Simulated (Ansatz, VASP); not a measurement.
**KF: VASP beside Ansatz**

```
CELL_PARAMETERS angstrom
0.00000 2.59699 2.59699
2.59699 0.00000 2.59699
2.59699 2.59699 0.00000
ATOMIC_POSITIONS crystal
K 0.00000 0.00000 0.00000
F 0.50000 0.50000 0.50000
```

Alike in both runs: task single point; functional PBE; k mesh 8 × 8 × 8; occupations gaussian, width 0.02 eV; no spin polarisation.

|  | VASP | Ansatz |
| --- | --- | --- |
| version | VASP 6.6.1 | Ansatz 0.2.0 |
| potentials or method | VASP PAW PBE potentials, release 64 (K_sv, F), cutoff 520 eV | scalar-relativistic, plane waves, PAW |
| valence electrons in the cell | 16 | 16 |

```csv
,VASP,Ansatz,Ansatz less VASP
gap on the k mesh at the Fermi level (eV),6.64,6.65,+0.019
least direct gap on the mesh (eV),6.64,6.65,+0.019
pressure (GPa),5.2,5.1,-0.14
```
